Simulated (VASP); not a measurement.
# Si (I4_1/amd) in VASP: notebook

Si is run at these levels: r2SCAN; tasks: single point.

Everything below comes from runs of VASP 6.6.1. Logs are shortened: lines on timing, memory, paths and dates and some standing lists are left out, and cuts for length are marked.

### Step 1. The cell of the first run

It takes space group I4_1/amd (No. 141, tetragonal). Conventional cell: a = 4.814 Å, b = 4.814 Å, c = 2.579 Å, α = 90.00°, β = 90.00°, γ = 90.00°. Within 3.3 Å of Si (site symmetry -4m2) lie 10 Si at 2.49 to 3.09 Å.

### Step 2. Single point, r2SCAN (strain +0.015 along x and y, -0.030 along z)

File POSCAR:

```
Si
1.0
   -2.4069428891      2.4069428891      1.2893874282
    2.4069428891     -2.4069428891      1.2893874282
    2.4069428891      2.4069428891     -1.2893874282
Si
2
Direct
    0.2500000000      0.7500000000      0.5000000000
    0.5000000000      0.5000000000      0.0000000000
```

File INCAR.step1:

```
SYSTEM = Si
PREC = Accurate
ENCUT = 520
ISMEAR = 0
SIGMA = 0.15
LREAL = .False.
LASPH = .True.
NELM = 100
NBANDS = 11
GGA = PE
ALGO = Normal
EDIFF = 1E-4
LWAVE = .True.
LCHARG = .False.
```

File INCAR.step2:

```
SYSTEM = Si
PREC = Accurate
ENCUT = 520
EDIFF = 1E-7
ISMEAR = 0
SIGMA = 0.15
LREAL = .False.
LASPH = .True.
NELM = 100
ALGO = Normal
ISIF = 2
LWAVE = .False.
LCHARG = .True.
METAGGA = R2SCAN
LMIXTAU = .True.
LELF = .True.
LVHAR = .True.
NBANDS = 11
ISTART = 1
```

File KPOINTS:

```
regular mesh
0
Gamma
  20 20 20
  0 0 0
```

Potentials or basis: VASP PAW PBE potentials, release 64 (Si).

On the command line:

```
> cat potpaw_PBE.64/Si/POTCAR > POTCAR
> cp INCAR.step1 INCAR
> mpirun -np 1 vasp_std > vasp.out
> cp INCAR.step2 INCAR
> mpirun -np 1 vasp_std > vasp.out
```

OUTCAR:

```text
SYSTEM = Si
   PREC = Accurate
   ENCUT = 520
   EDIFF = 1E-7
   ISMEAR = 0
   LREAL = .False.
   LASPH = .True.
   NELM = 100
   ISIF = 2
   METAGGA = R2SCAN
   ISTART = 1

 ion  position               nearest neighbor table
   1  0.250  0.750  0.500-   2 2.49   2 2.49   2 2.49   2 2.49   2 3.09   2 3.09   2 3.09   2 3.09

   2  0.500  0.500  0.000-   1 2.49   1 2.49   1 2.49   1 2.49   1 3.09   1 3.09   1 3.09   1 3.09

  LATTYP: Found a body centered tetragonal cell.
 ALAT       =     4.8138857782
 C/A-ratio  =     0.5356950653

  Lattice vectors:

 A1 = (  -2.4069428891,   2.4069428891,   1.2893874282)
 A2 = (   2.4069428891,  -2.4069428891,   1.2893874282)
 A3 = (   2.4069428891,   2.4069428891,  -1.2893874282)

Analysis of symmetry for initial positions (statically):
=====================================================================
 Subroutine PRICEL returns:
 Original cell was already a primitive cell.

 Routine SETGRP: Setting up the symmetry group for a
 body centered tetragonal supercell.

 Subroutine GETGRP returns: Found 16 space group operations
 (whereof  8 operations were pure point group operations)
 out of a pool of 16 trial point group operations.

The static configuration has the point symmetry D_2d.
 The point group associated with its full space group is D_4h.

Analysis of symmetry for dynamics (positions and initial velocities):
=====================================================================
 Subroutine PRICEL returns:
 Original cell was already a primitive cell.

 Routine SETGRP: Setting up the symmetry group for a
 body centered tetragonal supercell.

 Subroutine GETGRP returns: Found 16 space group operations
 (whereof  8 operations were pure point group operations)
 out of a pool of 16 trial point group operations.

The dynamic configuration has the point symmetry D_2d.
 The point group associated with its full space group is D_4h.

 Subroutine INISYM returns: Found 16 space group operations
 (whereof  8 operations are pure point group operations),
 and found     1 'primitive' translations

----------------------------------------------------------------------------------------

                                     Primitive cell

  volume of cell :      29.8796

  direct lattice vectors                    reciprocal lattice vectors
    -2.406942889  2.406942889  1.289387428     0.000000000  0.207732390  0.387781042
     2.406942889 -2.406942889  1.289387428     0.207732390  0.000000000  0.387781042
     2.406942889  2.406942889 -1.289387428     0.207732390  0.207732390  0.000000000

  length of vectors
     3.639954407  3.639954407  3.639954407     0.439916904  0.439916904  0.293777964

  position of ions in fractional coordinates (direct lattice)
     0.250000000  0.750000000  0.500000000
     0.500000000  0.500000000  0.000000000

  ion indices of the primitive-cell ions
   primitive index   ion index
                 1           1
                 2           2

----------------------------------------------------------------------------------------

 KPOINTS: regular mesh

Automatic generation of k-mesh.
 Grid dimensions read from file:
 generate k-points for:   20   20   20

 Generating k-lattice:

  Cartesian coordinates                     Fractional coordinates (reciprocal lattice)
     0.000000000  0.010386620  0.019389052     0.050000000 -0.000000000  0.000000000
     0.010386620  0.000000000  0.019389052    -0.000000000  0.050000000  0.000000000
     0.010386620  0.010386620  0.000000000     0.000000000  0.000000000  0.050000000

  Length of vectors
     0.021995845  0.021995845  0.014688898

  Shift w.r.t. Gamma in fractional coordinates (k-lattice)
     0.000000000  0.000000000  0.000000000

 Subroutine IBZKPT returns following result:
 ===========================================

 Found    641 irreducible k-points:

 Following reciprocal coordinates:
            Coordinates               Weight
  0.000000  0.000000  0.000000      1.000000
  0.050000 -0.000000  0.000000      8.000000
  0.100000  0.000000  0.000000      8.000000
  0.150000  0.000000 -0.000000      8.000000
  0.200000  0.000000  0.000000      8.000000
  0.250000  0.000000 -0.000000      8.000000
[... 16 lines left out ...]
 -0.400000  0.050000  0.000000     16.000000
 -0.350000  0.050000  0.000000     16.000000
 [... further k-points ...]
   k-points           NKPTS =    641   k-points in BZ     NKDIM =    641   number of bands    NBANDS=     11
   number of dos      NEDOS =    301   number of ions     NIONS =      2
   total plane-waves  NPLWV =  21952
   dimension x,y,z NGX =    28 NGY =   28 NGZ =   28
   dimension x,y,z NGXF=    56 NGYF=   56 NGZF=   56
   ions per type =               2
   NGX,Y,Z   is equivalent  to a cutoff of  12.79, 12.79, 12.79 a.u.
   NGXF,Y,Z  is equivalent  to a cutoff of  25.58, 25.58, 25.58 a.u.
 SYSTEM =  Si
   PREC   = accura    normal or accurate (medium, high low for compatibility)
   ISTART =      1    job   : 0-new  1-cont  2-samecut
   ICHARG =      0    charge: 1-file 2-atom 10-const
   ISPIN  =      1    spin polarized calculation?
   LNONCOLLINEAR =      F non collinear calculations
   LSORBIT =      F    spin-orbit coupling
   LASPH  =      T    aspherical Exc in radial PAW
   ENCUT  =  520.0 eV  38.22 Ry    6.18 a.u.   6.77  6.77  6.77*2*pi/ulx,y,z
   NELM   =    100;   NELMIN=  2; NELMDL=  0     # of ELM steps
   EDIFF  = 0.1E-06   stopping-criterion for ELM
   LREAL  =      F    real-space projection
   EDIFFG = 0.1E-05   stopping-criterion for IOM
   NSW    =      0    number of steps for IOM
   IBRION =     -1    ionic relax: 0-MD 1-quasi-New 2-CG
   NFREE  =      0    steps in history (QN), initial steepest desc. (CG)
   ISIF   =      2    stress and relaxation
   ISYM   =      2    0-nonsym 1-usesym 2-fastsym
   POTIM  = 0.5000    time-step for ionic-motion
   TEBEG  =    0.0;   TEEND  =   0.0 temperature during run
   PSTRESS=    0.0 pullay stress
   NELECT =       8.0000    total number of electrons
   NUPDOWN=      -1.0000    fix difference up-down
   EMIN   =  10.00;   EMAX   =-10.00  energy-range for DOS
   EFERMI =   0.00;   METHOD = LEGACY
   ISMEAR =     0;   SIGMA  =   0.15  broadening in eV -4-tet -1-fermi 0-gaus
   EFERMI_NEDOS =   21; number of points for ismear=-14 and -15
   IALGO  =     38    algorithm
   IMIX   =      4    mixing-type and parameters
     AMIX     =   0.40;   BMIX     =  1.00
     AMIX_MAG =   1.60;   BMIX_MAG =  1.00
  volume/ion in A,a.u.               =      14.94       100.82
  Fermi-wavevector in a.u.,A,eV,Ry     =   1.055147  1.993940 15.147858  1.113336
  Thomas-Fermi vector in A             =   2.190335
   LORBIT       =      0    0 simple, 1 ext, 2 COOP (PROOUT), +10 PAW based schemes
   METAGGA = R2SCAN    functional components
   LHFCALC =     F    Hartree Fock is set to
   AEXX    =    0.0000 exact exchange contribution
   IVDW    =     0    specifies the selected vdW correction
   LEPSILON=     F    determine dielectric tensor
   LRPA    =     F    only Hartree local field effects (RPA)
 non-spin polarized calculation
 Gauss-broadening in eV      SIGMA  =   0.15
  energy-cutoff  :      520.00
  volume of cell :       29.88
 maximum number of plane-waves:       823
   NGX = 13   NGY = 13   NGZ = 13

 number of electron       7.9999999 magnetization

 Free energy of the ion-electron system (eV)
  ---------------------------------------------------
  ext. energy  EPLUGINS =         0.00000000
  ---------------------------------------------------
  free energy    TOTEN  =       -16.67513749 eV

  energy without entropy =      -16.66722719  energy(sigma->0) =      -16.67118234

 E-fermi :   9.4111     XC(G=0): -11.5810

 val. band max:        9.4068042385   @ k =  -0.1000   0.1000   0.1000
 cond. band min:       9.4117024545   @ k =  -0.1500  -0.4500   0.0500
 fundamental gap:      0.0048982161
 Fermi energy:         9.4111333793

 k-point     1 :       0.0000    0.0000    0.0000
  band No.  band energies     occupation
      1      -5.2680      2.00000
      2       6.4703      2.00000
      3       6.4703      2.00000
      4       7.0193      2.00000
      5      11.1293      0.00000
      6      17.5024      0.00000
      7      18.7254      0.00000
      8      18.7254      0.00000
      9      20.0705      0.00000
     10      20.2296      0.00000
     11      21.2655      0.00000

 k-point     2 :       0.0500   -0.0000    0.0000
  band No.  band energies     occupation
      1      -5.1941      2.00000
      2       6.1376      2.00000
      3       6.4490      2.00000
      4       7.4787      2.00000
      5      11.2874      0.00000
      6      17.0395      0.00000
      7      18.5091      0.00000
      8      18.7026      0.00000
      9      18.9731      0.00000
     10      20.5732      0.00000
     11      21.6051      0.00000

 k-point     3 :       0.1000    0.0000    0.0000
  band No.  band energies     occupation
      1      -4.9725      2.00000
      2       5.7496      2.00000
      3       6.4031      2.00000
      4       8.2406      2.00000
      5      11.7411      0.00000
      6      16.1013      0.00000
      7      16.8893      0.00000
      8      18.4860      0.00000
      9      18.5333      0.00000
     10      19.8119      0.00000
     11      21.7760      0.00000
[... 267 lines left out ...]
 k-point    23 :      -0.4000    0.0500    0.0000
  band No.  band energies     occupation
      1      -1.4280      2.00000
      2       5.0908      2.00000
      3       6.4688      2.00000
      4       6.9086      2.00000
      5      10.2624      0.00000
      6      12.8847      0.00000
      7      14.0993      0.00000
      8      15.1507      0.00000
      9      17.2441      0.00000
     10      18.5349      0.00000
     11      22.3583      0.00000

 k-point    24 :      -0.3500    0.0500    0.0000
  band No.  band energies     occupation
      1      -2.4012      2.00000
      2       4.8311      2.00000
      3       6.5692      2.00000
      4       8.2113      2.00000
      5      11.2715      0.00000
      6      13.6953      0.00000
      7      13.9266      0.00000
      8      14.8095      0.00000
      9      17.0629      0.00000
     10      17.6766      0.00000
     11      21.6443      0.00000

 [... further k-points ...]

------------------------ aborting loop because EDIFF is reached ----------------------------------------

  FORCE on cell =-STRESS in cart. coord.  units (eV):
  Direction    XX          YY          ZZ          XY          YZ          ZX
  --------------------------------------------------------------------------------------
  -------------------------------------------------------------------------------------
  Total        0.1860443      0.1860443      0.7726627      0.0000000      0.0000000      0.0000000
  in kB        9.9758977      9.9758977     41.4310119      0.0000000      0.0000000      0.0000000
  external PRESSURE =      20.4609358 kB  Pullay stress =       0.0000000 kB

 VOLUME and BASIS-vectors are now :
 -----------------------------------------------------------------------------
  energy-cutoff  :      520.00
  volume of cell :       29.88
      direct lattice vectors                 reciprocal lattice vectors
    -2.406942889  2.406942889  1.289387428     0.000000000  0.207732390  0.387781042
     2.406942889 -2.406942889  1.289387428     0.207732390  0.000000000  0.387781042
     2.406942889  2.406942889 -1.289387428     0.207732390  0.207732390  0.000000000

 POSITION                                       TOTAL-FORCE (eV/Angst)
 -----------------------------------------------------------------------------------
      2.40694     -0.00000      0.64469         0.000000     -0.000000      0.000000
      0.00000      0.00000      1.28939        -0.000000      0.000000     -0.000000
 -----------------------------------------------------------------------------------
    total drift:                                0.000000      0.000000      0.000000

  FREE ENERGIE OF THE ION-ELECTRON SYSTEM (eV)
  ---------------------------------------------------
  free  energy   TOTEN  =       -16.6751374897 eV

  energy  without entropy=      -16.6672271917  energy(sigma->0) =      -16.67118234
```

Wall time 9.4 min (1 thread of Intel Xeon Platinum 8488C (Sapphire Rapids), shared host); peak memory 0.29 GiB.

What came out:

```yaml
Free_energy: -16.6751 eV
Pressure: 2.0 GPa
Band_gap_on_the_k_mesh: zero (bands 4 and 5 overlap by 6.63 eV)
```

Stress tensor (GPa, compression positive):
```
1.00 0.00 0.00
0.00 1.00 0.00
0.00 0.00 4.14
```

Levels at points of the mesh, in eV from the Fermi level:
```tsv
k point	band 1	band 2	band 3	band 4	band 5	band 6	band 7	band 8	band 9
(0.00, 0.00, 0.00)	-14.68	-2.94	-2.94	-2.39	1.72	8.09	9.31	9.31	10.66
(0.50, 0.00, 0.00)	-7.74	-7.13	-2.45	-1.69	-1.45	1.30	4.87	5.86	9.48
(0.50, 0.50, 0.00)	-11.44	-11.44	0.06	0.06	2.52	2.52	9.83	9.83	10.69
(0.50, 0.50, 0.50)	-9.00	-9.00	-7.30	-7.30	6.98	6.98	13.66	13.66	14.71
```

Caveat: the cell differs from its parent crystal (strain +0.015 along x and y, -0.030 along z); the PAW data sets were made with another functional, which shifts forces and pressure a little.

(Continued in part 2 of 2.)
